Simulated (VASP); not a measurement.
A run of VASP 6.6.1:

File INCAR:

```
PREC = Accurate
ENCUT = 520
EDIFF = 1E-6
ISMEAR = 0
SIGMA = 0.05
LREAL = F
LASPH = T
NELM = 60
ALGO = Normal
ISIF = 2
LWAVE = F
LCHARG = F
GGA = PE
NBANDS = 28
```

Contents of KPOINTS:

```
regular mesh
0
Gamma
  8 8 8
```

POSCAR

```
BaTiO3
1.0
    4.0192318615      0.0000000000      0.0000000000
    0.0000000000      4.0192318615      0.0000000000
    0.0000000000      0.0000000000      4.0192813204
Ba Ti O
1 1 3
Direct
    0.0000000000      0.0000000000      0.0000000000
    0.5000000000      0.5000000000      0.5000000000
    0.4824069174      0.4824069174      0.0000000000
    0.5000000000      0.0000000000      0.5000000000
    0.0000000000      0.5000000000      0.5000000000
```

Potentials or basis: VASP PAW PBE potentials, release 64 (Ba_sv, Ti_sv, O).

Command:

```console
$ cat potpaw_PBE.64/Ba_sv/POTCAR potpaw_PBE.64/Ti_sv/POTCAR potpaw_PBE.64/O/POTCAR > POTCAR
$ mpirun -np 1 vasp_std > vasp.out
```

Hardware: 1 thread of AMD EPYC 9R45 96-Core Processor (Zen 5), on a shared host.

Estimate the wall time of this run.

Run time: 110 s on 1 thread of AMD EPYC 9R45 96-Core Processor (Zen 5), on a shared host, peak memory 0.28 GiB. Counts: scf iterations 15, k points 105.
